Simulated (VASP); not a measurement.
Wanted: the native input for a VASP 6.6.1 run.

- Task: single point
- Functional: PBE
- Potentials or basis: VASP PAW PBE potentials, release 64 (K_sv, F)
- Cutoff: 520 eV
- k mesh: 8 × 8 × 8
- Occupations: gaussian, width 0.05 eV
- Spin: no spin polarisation
- Dipole correction: no
- Further INCAR settings: ALGO = Normal; EDIFF = 1e-07; NBANDS = 15

The structure of KF lies in POSCAR:

```
KF
1.0
    3.2263654500      0.0000000000      0.0000000000
    0.0000000000      3.2589550000      0.0000000000
    0.0000000000      0.0000000000      3.2589550000
K F
1 1
Direct
    0.0000000000      0.0000000000      0.0000000000
    0.5000000000      0.5000000000      0.5000000000
```

This cell differs from its parent crystal: strain -0.0100 x Voigt [1, 0, 0, 0, 0, 0].

These files were run (other wordings do the same):

INCAR

```
ALGO = Normal
EDIFF = 1E-7
ENCUT = 520
GGA = PE
ISIF = 2
ISMEAR = 0
LASPH = T
LCHARG = F
LREAL = F
LWAVE = F
NBANDS = 15
NELM = 60
PREC = Accurate
SIGMA = 0.05
```

KPOINTS

```
k-points
0
Gamma
  8 8 8
```

Potentials or basis: VASP PAW PBE potentials, release 64 (K_sv, F).

Command:

```bash
$ cat potpaw_PBE.64/K_sv/POTCAR potpaw_PBE.64/F/POTCAR > POTCAR
$ mpirun -np 1 vasp_std > vasp.out
```

Results of the run:

* Pressure: 0.3 GPa
* Band gap on the k mesh: 6.30 eV (least direct gap 6.35 eV)

Caveat: the cell differs from its parent crystal (strain -0.0100 x Voigt [1, 0, 0, 0, 0, 0]).

It took 22 s on 1 thread of Intel Xeon 8259CL, on a shared host, peak memory 0.16 GiB.
